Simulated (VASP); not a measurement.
Input of a VASP 6.6.1 run:

INCAR

```
SYSTEM = P
  PREC = Accurate
  ENCUT = 600
  EDIFF = 1E-6
  ISMEAR = 0
  SIGMA = 0.1
  LREAL = .FALSE.
  LASPH = .TRUE.
  NELM = 60
  ALGO = Normal
  ISIF = 3
  LWAVE = .FALSE.
  LCHARG = .FALSE.
  GGA = PE
  IBRION = 2
  NSW = 90
  EDIFFG = -0.04
```

Contents of KPOINTS:

```
Automatic mesh
0
G
  4 4 8
  0 0 0
```

POSCAR

```
P
1.0
    4.4039669200      0.0000000000      0.0000000000
    0.0000000000      4.4039669200      0.0000000000
    0.0000000000      0.0000000000      2.0573553900
P
3
Direct
    0.0000000000      0.0000000000      0.0000000000
    0.0000000000      0.5000000000      0.0000000000
    0.5000000000      0.0000000000      0.0000000000
```

Potentials or basis: VASP PAW PBE potentials, release 64 (P).

Launch:

```sh
$ cat potpaw_PBE.64/P/POTCAR > POTCAR
$ mpirun -np 1 vasp_std > vasp.out
```

Problem. Predict the space group after relaxing (to 0.05 Å).

Solution. P4/mmm (No. 123).

Problem. Predict the relaxed volume.

Solution. 17.66 Å³/atom.

Problem. Estimate the relaxed cell.

Solution. a = 4.821 Å, b = 4.821 Å, c = 2.279 Å, α = 90.00°, β = 90.00°, γ = 90.00°.

Final structure:
```
P
1.0
     4.82125    0.00000    0.00000
     0.00000    4.82125    0.00000
     0.00000    0.00000    2.27905
P
3
Cartesian
  0.0000 0.0000 0.0000
  0.0000 2.4106 0.0000
  2.4106 0.0000 0.0000
```

Caveat: the k points lie up to 0.34 Å⁻¹ apart in the final cell; the volume moved by over 15 % at a fixed basis, so the end points are rough.
